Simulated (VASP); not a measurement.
# Cu (P6_3/mmc) in VASP: a series of runs

Cu is run at these levels: r2SCAN; tasks: relaxation of cell and atoms, single point.

Program: VASP 6.6.1. These are calculated values, not measurements. Logs are shortened: lines on timing, memory, paths and dates and some standing lists are left out, and cuts for length are marked.

## 1. The cell of the first run

It takes space group P6_3/mmc (No. 194, hexagonal). The conventional cell has a = 2.430 Å, b = 2.430 Å, c = 3.968 Å, α = 90.00°, β = 90.00°, γ = 120.00°. Cu (site symmetry -6m2) has 12 Cu at 2.43 Å within 3.2 Å.

This isn't the form of Cu at room conditions, which is fcc.

## 2. Relaxation of cell and atoms, r2SCAN, target pressure 25 GPa, at which the enthalpy is minimised

The input, POSCAR:

```
Cu
1.0
    2.4304572276      0.0000000000      0.0000000000
   -1.2152286138      2.1048377019      0.0000000000
    0.0000000000      0.0000000000      3.9675093250
Cu
2
Direct
    0.3333333333      0.6666666667      0.2500000000
    0.6666666667      0.3333333333      0.7500000000
```

The input, INCAR.step1:

```
PREC = Accurate ; ENCUT = 600
ISMEAR = 0 ; SIGMA = 0.1
LREAL = F ; LASPH = T
NELM = 80 ; GGA = PE
ALGO = Normal ; EDIFF = 1E-4
LWAVE = T ; LCHARG = F
```

The input, INCAR.step2:

```
PREC = Accurate ; ENCUT = 600
EDIFF = 1E-7 ; ISMEAR = 0
SIGMA = 0.1 ; LREAL = F
LASPH = T ; NELM = 80
ALGO = Normal ; ISIF = 3
LWAVE = F ; LCHARG = F
METAGGA = R2SCAN ; LMIXTAU = T
IBRION = 2 ; NSW = 70
EDIFFG = -0.008 ; PSTRESS = 250.0
ISTART = 1
```

The input, KPOINTS:

```
Automatic mesh
0
Gamma
  18 18 10
```

Potentials or basis: VASP PAW PBE potentials, release 64 (Cu).

Command:

```bash
> cat potpaw_PBE.64/Cu/POTCAR > POTCAR
> cp INCAR.step1 INCAR
> mpirun -np 1 vasp_std > vasp.out
> cp INCAR.step2 INCAR
> mpirun -np 1 vasp_std > vasp.out
```

OUTCAR:

```text
PREC = Accurate
   ENCUT = 600
   EDIFF = 1E-7
   ISMEAR = 0
   LREAL = F
   LASPH = T
   NELM = 80
   ISIF = 3
   METAGGA = R2SCAN
   IBRION = 2
   NSW = 70
   EDIFFG = -0.008
   PSTRESS = 250.0
   ISTART = 1

 ion  position               nearest neighbor table
   1  0.333  0.667  0.250-   2 2.43   2 2.43   2 2.43   2 2.43   2 2.43   2 2.43
   2  0.667  0.333  0.750-   1 2.43   1 2.43   1 2.43   1 2.43   1 2.43   1 2.43

  LATTYP: Found a hexagonal cell.
 ALAT       =     2.4304572276
 C/A-ratio  =     1.6324127329

  Lattice vectors:

 A1 = (   2.4304572276,   0.0000000000,   0.0000000000)
 A2 = (  -1.2152286138,   2.1048377019,   0.0000000000)
 A3 = (   0.0000000000,   0.0000000000,   3.9675093250)

Analysis of symmetry for initial positions (statically):
=====================================================================
 Subroutine PRICEL returns:
 Original cell was already a primitive cell.

 Routine SETGRP: Setting up the symmetry group for a
 hexagonal supercell.

 Subroutine GETGRP returns: Found 24 space group operations
 (whereof 12 operations were pure point group operations)
 out of a pool of 24 trial point group operations.

The static configuration has the point symmetry D_3d.
 The point group associated with its full space group is D_6h.

Analysis of symmetry for dynamics (positions and initial velocities):
=====================================================================
 Subroutine PRICEL returns:
 Original cell was already a primitive cell.

 Routine SETGRP: Setting up the symmetry group for a
 hexagonal supercell.

 Subroutine GETGRP returns: Found 24 space group operations
 (whereof 12 operations were pure point group operations)
 out of a pool of 24 trial point group operations.

The dynamic configuration has the point symmetry D_3d.
 The point group associated with its full space group is D_6h.

 Subroutine INISYM returns: Found 24 space group operations
 (whereof 12 operations are pure point group operations),
 and found     1 'primitive' translations

----------------------------------------------------------------------------------------

                                     Primitive cell

  volume of cell :      20.2967

  direct lattice vectors                    reciprocal lattice vectors
     2.430457228  0.000000000  0.000000000     0.411445216  0.237548006  0.000000000
    -1.215228614  2.104837702  0.000000000     0.000000000  0.475096013  0.000000000
     0.000000000  0.000000000  3.967509325     0.000000000  0.000000000  0.252047297

  length of vectors
     2.430457228  2.430457228  3.967509325     0.475096013  0.475096013  0.252047297

  position of ions in fractional coordinates (direct lattice)
     0.333333333  0.666666667  0.250000000
     0.666666667  0.333333333  0.750000000

  ion indices of the primitive-cell ions
   primitive index   ion index
                 1           1
                 2           2

----------------------------------------------------------------------------------------

 KPOINTS: Automatic mesh

Automatic generation of k-mesh.
 Grid dimensions read from file:
 generate k-points for:   18   18   10

 Generating k-lattice:

  Cartesian coordinates                     Fractional coordinates (reciprocal lattice)
     0.022858068  0.013197111  0.000000000     0.055555556  0.000000000  0.000000000
     0.000000000  0.026394223  0.000000000     0.000000000  0.055555556  0.000000000
     0.000000000  0.000000000  0.025204730     0.000000000  0.000000000  0.100000000

  Length of vectors
     0.026394223  0.026394223  0.025204730

  Shift w.r.t. Gamma in fractional coordinates (k-lattice)
     0.000000000  0.000000000  0.000000000

 Subroutine IBZKPT returns following result:
 ===========================================

 Found    222 irreducible k-points:

 Following reciprocal coordinates:
            Coordinates               Weight
  0.000000  0.000000  0.000000      1.000000
  0.055556 -0.000000  0.000000      6.000000
  0.111111 -0.000000  0.000000      6.000000
  0.166667 -0.000000  0.000000      6.000000
  0.222222 -0.000000  0.000000      6.000000
  0.277778 -0.000000  0.000000      6.000000
[... 16 lines left out ...]
  0.333333  0.111111  0.000000     12.000000
  0.388889  0.111111  0.000000     12.000000
 [... further k-points ...]
   k-points           NKPTS =    222   k-points in BZ     NKDIM =    222   number of bands    NBANDS=     15
   number of dos      NEDOS =    301   number of ions     NIONS =      2
   total plane-waves  NPLWV =  12800
   dimension x,y,z NGX =    20 NGY =   20 NGZ =   32
   dimension x,y,z NGXF=    40 NGYF=   40 NGZF=   64
   ions per type =               2
   NGX,Y,Z   is equivalent  to a cutoff of  13.68, 13.68, 13.41 a.u.
   NGXF,Y,Z  is equivalent  to a cutoff of  27.36, 27.36, 26.82 a.u.
 SYSTEM =  unknown system
   PREC   = accura    normal or accurate (medium, high low for compatibility)
   ISTART =      1    job   : 0-new  1-cont  2-samecut
   ICHARG =      0    charge: 1-file 2-atom 10-const
   ISPIN  =      1    spin polarized calculation?
   LNONCOLLINEAR =      F non collinear calculations
   LSORBIT =      F    spin-orbit coupling
   LASPH  =      T    aspherical Exc in radial PAW
   ENCUT  =  600.0 eV  44.10 Ry    6.64 a.u.   4.85  4.85  7.92*2*pi/ulx,y,z
   NELM   =     80;   NELMIN=  2; NELMDL=  0     # of ELM steps
   EDIFF  = 0.1E-06   stopping-criterion for ELM
   LREAL  =      F    real-space projection
   EDIFFG = -.8E-02   stopping-criterion for IOM
   NSW    =     70    number of steps for IOM
   IBRION =      2    ionic relax: 0-MD 1-quasi-New 2-CG
   NFREE  =      1    steps in history (QN), initial steepest desc. (CG)
   ISIF   =      3    stress and relaxation
   ISYM   =      2    0-nonsym 1-usesym 2-fastsym
   POTIM  = 0.5000    time-step for ionic-motion
   TEBEG  =    0.0;   TEEND  =   0.0 temperature during run
   PSTRESS=  250.0 pullay stress
   NELECT =      22.0000    total number of electrons
   NUPDOWN=      -1.0000    fix difference up-down
   EMIN   =  10.00;   EMAX   =-10.00  energy-range for DOS
   EFERMI =   0.00;   METHOD = LEGACY
   ISMEAR =     0;   SIGMA  =   0.10  broadening in eV -4-tet -1-fermi 0-gaus
   EFERMI_NEDOS =   21; number of points for ismear=-14 and -15
   IALGO  =     38    algorithm
   IMIX   =      4    mixing-type and parameters
     AMIX     =   0.40;   BMIX     =  1.00
     AMIX_MAG =   1.60;   BMIX_MAG =  1.00
  volume/ion in A,a.u.               =      10.15        68.48
  Fermi-wavevector in a.u.,A,eV,Ry     =   1.681670  3.177896 38.477483  2.828015
  Thomas-Fermi vector in A             =   2.765186
   LORBIT       =      0    0 simple, 1 ext, 2 COOP (PROOUT), +10 PAW based schemes
   METAGGA = R2SCAN    functional components
   LHFCALC =     F    Hartree Fock is set to
   AEXX    =    0.0000 exact exchange contribution
   IVDW    =     0    specifies the selected vdW correction
   LEPSILON=     F    determine dielectric tensor
   LRPA    =     F    only Hartree local field effects (RPA)
 conjugate gradient relaxation of ions
 non-spin polarized calculation
 Gauss-broadening in eV      SIGMA  =   0.10
  energy-cutoff  :      600.00
  volume of cell :       20.30
 maximum number of plane-waves:       699
 NGX is ok and might be reduce to    20
   NGX =  9   NGY =  9   NGZ = 15

--------------------------------------- Ionic step        1  -------------------------------------------

 number of electron      22.0000018 magnetization

 Free energy of the ion-electron system (eV)
  ---------------------------------------------------
  ext. energy  EPLUGINS =         0.00000000
  ---------------------------------------------------
  free energy    TOTEN  =       -21.42651762 eV

  energy without entropy =      -21.42247329  energy(sigma->0) =      -21.42449546

------------------------ aborting loop because EDIFF is reached ----------------------------------------

  FORCE on cell =-STRESS in cart. coord.  units (eV):
  Direction    XX          YY          ZZ          XY          YZ          ZX
  --------------------------------------------------------------------------------------
  -------------------------------------------------------------------------------------
  Total        3.4511941      3.4511941      3.4412266      0.0000000     -0.0000000      0.0000000
  in kB      272.4303055    272.4303055    271.6434885      0.0000000     -0.0000000      0.0000000
  external PRESSURE =      22.1680332 kB  Pullay stress =     250.0000000 kB

 VOLUME and BASIS-vectors are now :
 -----------------------------------------------------------------------------
  energy-cutoff  :      600.00
  volume of cell :       20.30
      direct lattice vectors                 reciprocal lattice vectors
     2.430457228  0.000000000  0.000000000     0.411445216  0.237548006  0.000000000
    -1.215228614  2.104837702  0.000000000     0.000000000  0.475096013  0.000000000
     0.000000000  0.000000000  3.967509325     0.000000000  0.000000000  0.252047297
[... 84 lines left out ...]
  FREE ENERGIE OF THE ION-ELECTRON SYSTEM (eV)
  ---------------------------------------------------
  free  energy   TOTEN  =       -21.4543892679 eV

  energy  without entropy=      -21.4503118293  energy(sigma->0) =      -21.45235055

  enthalpy is  TOTEN    =       -18.2606761650 eV   P V=        3.1937131030

--------------------------------------- Ionic step        4  -------------------------------------------

 number of electron      22.0000018 magnetization

 Free energy of the ion-electron system (eV)
  ---------------------------------------------------
  ext. energy  EPLUGINS =         0.00000000
  ---------------------------------------------------
  free energy    TOTEN  =       -21.45322876 eV

  energy without entropy =      -21.44915262  energy(sigma->0) =      -21.45119069

 E-fermi :   9.2452     XC(G=0): -14.7392

 val. band max:        9.2116436014   @ k =   0.5000  -0.0000   0.1000
 cond. band min:       9.2471678443   @ k =   0.2778   0.1667   0.5000
 fundamental gap:      0.0355242430
 Fermi energy:         9.2451694306

 k-point     1 :       0.0000    0.0000    0.0000
  band No.  band energies     occupation
      1      -1.5557      2.00000
      2       3.1571      2.00000
      3       5.6627      2.00000
      4       5.7299      2.00000
      5       5.7300      2.00000
      6       5.9978      2.00000
      7       5.9979      2.00000
      8       6.3481      2.00000
      9       6.3481      2.00000
     10       7.2889      2.00000
     11       7.2890      2.00000
     12       7.8123      2.00000
     13      14.0866      0.00000
     14      32.6330      0.00000
     15      34.4341      0.00000
[... 397 lines left out ...]
 k-point    24 :       0.3889    0.1111    0.0000
  band No.  band energies     occupation
      1       3.5189      2.00000
      2       3.9095      2.00000
      3       4.0414      2.00000
      4       5.2313      2.00000
      5       5.5481      2.00000
      6       5.7451      2.00000
      7       6.0407      2.00000
      8       7.2672      2.00000
      9       7.4086      2.00000
     10       7.4234      2.00000
     11       9.0393      1.99640
     12      12.6351      0.00000
     13      17.7524      0.00000
     14      18.5752      0.00000
     15      21.3574      0.00000

 [... further k-points ...]
[... 5 lines left out ...]
  --------------------------------------------------------------------------------------
  -------------------------------------------------------------------------------------
  Total        3.1962293      3.1962293      3.1873249      0.0000000      0.0000000     -0.0000000
  in kB      250.2878727    250.2878727    249.5905964      0.0000000      0.0000000     -0.0000000
  external PRESSURE =       0.0554472 kB  Pullay stress =     250.0000000 kB

 VOLUME and BASIS-vectors are now :
 -----------------------------------------------------------------------------
  energy-cutoff  :      600.00
  volume of cell :       20.46
      direct lattice vectors                 reciprocal lattice vectors
     2.437042417  0.000000000  0.000000000     0.410333441  0.236906122  0.000000000
    -1.218521209  2.110540644 -0.000000000    -0.000000000  0.473812245  0.000000000
     0.000000000 -0.000000000  3.977881990    -0.000000000  0.000000000  0.251390062

 POSITION                                       TOTAL-FORCE (eV/Angst)
 -----------------------------------------------------------------------------------
     -0.00000      1.40703      0.99447         0.000000     -0.000000     -0.000000
      1.21852      0.70351      2.98341        -0.000000      0.000000      0.000000
 -----------------------------------------------------------------------------------
    total drift:                               -0.000000      0.000000     -0.000000

  FREE ENERGIE OF THE ION-ELECTRON SYSTEM (eV)
  ---------------------------------------------------
  free  energy   TOTEN  =       -21.4532287579 eV

  energy  without entropy=      -21.4491526236  energy(sigma->0) =      -21.45119069

  enthalpy is  TOTEN    =       -18.2606756571 eV   P V=        3.1925531008

 reached required accuracy - stopping structural energy minimisation
```

It took 13 min on 1 thread of Intel Xeon Platinum 8259CL at 2.50GHz (Skylake/Cascade Lake), shared host; peak memory 0.2 GiB.

Results:

| Quantity | Value |
| --- | --- |
| Free energy | -21.4532 eV |
| Relaxed volume | 10.23 Å³/atom |
| Relaxed cell | a = 2.437 Å, b = 2.437 Å, c = 3.978 Å, α = 90.00°, β = 90.00°, γ = 120.00° |
| Space group after relaxing (to 0.1 Å) | P6_3/mmc (No. 194) |
| Energy change on relaxing (the run minimises the enthalpy) | -13.4 meV/atom |
| Ionic steps | 4 |
| Pressure after relaxing | 25.0 GPa |
| Band gap on the k mesh | zero (bands 11 and 12 overlap by 6.89 eV) |

Step by step:
```
step  energy change (eV)  largest force (eV/Å)  pressure (GPa)  volume (Å³)
   1              0.0000                0.0000           27.22        20.30
   2             -0.0635                0.0000           21.73        20.71
   3             -0.0279                0.0000           24.90        20.47
   4             -0.0267                0.0000           25.01        20.46
```

Final structure:
```xyz
2
Lattice="2.4370 0.0000 0.0000 -1.2185 2.1105 0.0000 0.0000 0.0000 3.9779" Properties=species:S:1:pos:R:3 pbc="T T T"
Cu    0.0000    1.4070    0.9945
Cu    1.2185    0.7035    2.9834
```

Levels at points of the mesh, in eV from the Fermi level:
| k point | band 8 | band 9 | band 10 | band 11 | band 12 | band 13 | band 14 | band 15 |
| --- | --- | --- | --- | --- | --- | --- | --- | --- |
| (0.00, 0.00, 0.00) | -2.90 | -2.90 | -1.96 | -1.96 | -1.43 | 4.84 | 23.39 | 25.19 |
| (0.50, 0.00, 0.00) | -1.83 | -1.78 | -1.70 | 0.03 | 2.03 | 8.91 | 9.60 | 12.02 |
| (0.00, 0.00, 0.50) | -3.57 | -2.23 | -2.23 | -2.23 | -2.23 | 14.36 | 14.36 | 24.20 |
| (0.50, 0.00, 0.50) | -2.19 | -1.75 | -1.75 | 0.43 | 0.43 | 6.01 | 6.01 | 18.56 |

Caveat: the cell is relaxed towards a set pressure, so the run minimises the enthalpy, not the energy; the PAW data sets were made with another functional, which shifts forces and pressure a little.

## 3. Relaxation of cell and atoms, r2SCAN, target pressure 12 GPa, at which the enthalpy is minimised

This run uses another cell than the first one, of 10.73 Å³/atom.

The input, POSCAR:

```
Cu
1.0
    2.4759261200      0.0000000000      0.0000000000
   -1.2379630600      2.1442149178      0.0000000000
    0.0000000000      0.0000000000      4.0409675000
Cu
2
Direct
    0.3333333333      0.6666666667      0.2500000000
    0.6666666667      0.3333333333      0.7500000000
```

The input, INCAR.step1:

```
  PREC = Accurate
  ENCUT = 600
  ISMEAR = 0
  SIGMA = 0.1
  LREAL = F
  LASPH = T
  NELM = 100
  GGA = PE
  ALGO = Normal
  EDIFF = 1E-4
  LWAVE = T
  LCHARG = F
```

The input, INCAR.step2:

```
  PREC = Accurate
  ENCUT = 600
  EDIFF = 1E-6
  ISMEAR = 0
  SIGMA = 0.1
  LREAL = F
  LASPH = T
  NELM = 100
  ALGO = Normal
  ISIF = 3
  LWAVE = F
  LCHARG = F
  METAGGA = R2SCAN
  LMIXTAU = T
  IBRION = 2
  NSW = 70
  EDIFFG = -0.008
  PSTRESS = 120.0
  ISTART = 1
```

The input, KPOINTS:

```
regular mesh
0
Gamma
  18 18 10
```

Potentials or basis: VASP PAW PBE potentials, release 64 (Cu).

Command:

```bash
> cat potpaw_PBE.64/Cu/POTCAR > POTCAR
> cp INCAR.step1 INCAR
> mpirun -np 1 vasp_std > vasp.out
> cp INCAR.step2 INCAR
> mpirun -np 1 vasp_std > vasp.out
```

Wall time 14 min (1 thread of Intel Xeon Platinum 8259CL at 2.50GHz (Skylake/Cascade Lake), shared host); peak memory 0.2 GiB.

It converged, with:

```
Free energy                                                : -21.5808 eV
Relaxed volume                                             : 10.79 Å³/atom
Relaxed cell                                               : a = 2.481 Å, b = 2.481 Å, c = 4.048 Å, α = 90.00°, β = 90.00°, γ = 120.00°
Space group after relaxing (to 0.1 Å)                      : P6_3/mmc (No. 194)
Energy change on relaxing (the run minimises the enthalpy) : -4.8 meV/atom
Ionic steps                                                : 6
Pressure after relaxing                                    : 12.0 GPa
Band gap on the k mesh                                     : zero (bands 11 and 12 overlap by 6.65 eV)
```

The path:
| step | energy change (eV) | largest force (eV/Å) | pressure (GPa) | volume (Å³) |
| --- | --- | --- | --- | --- |
| 1 | 0.0000 | 0.0000 | 13.23 | 21.45 |
| 2 | -0.0192 | 0.0000 | 10.66 | 21.71 |
| 3 | -0.0103 | 0.0000 | 11.64 | 21.58 |
| 4 | -0.0080 | 0.0000 | 12.18 | 21.55 |
| 5 | -0.0088 | 0.0000 | 12.10 | 21.56 |
| 6 | -0.0095 | 0.0000 | 12.00 | 21.57 |

Final structure:
```
Cu
1.0
     2.48068    0.00000    0.00000
    -1.24034    2.14834    0.00000
     0.00000    0.00000    4.04812
Cu
2
Cartesian
  0.0000 1.4322 1.0120
  1.2403 0.7161 3.0361
```

Levels at points of the mesh, in eV from the Fermi level:
| k point | band 8 | band 9 | band 10 | band 11 | band 12 | band 13 | band 14 | band 15 |
| --- | --- | --- | --- | --- | --- | --- | --- | --- |
| (0.00, 0.00, 0.00) | -2.75 | -2.75 | -1.89 | -1.89 | -1.26 | 4.53 | 22.95 | 24.28 |
| (0.50, 0.00, 0.00) | -1.77 | -1.72 | -1.65 | 0.03 | 1.90 | 8.63 | 9.23 | 11.66 |
| (0.00, 0.00, 0.50) | -3.37 | -2.14 | -2.14 | -2.14 | -2.14 | 13.87 | 13.87 | 23.73 |
| (0.50, 0.00, 0.50) | -2.09 | -1.70 | -1.70 | 0.48 | 0.48 | 5.68 | 5.68 | 17.94 |

Caveat: the cell is relaxed towards a set pressure, so the run minimises the enthalpy, not the energy; the PAW data sets were made with another functional, which shifts forces and pressure a little.

(Continued in part 2 of 2.)

The gap in the log of VASP goes by the Fermi energy; the results here count the filled bands.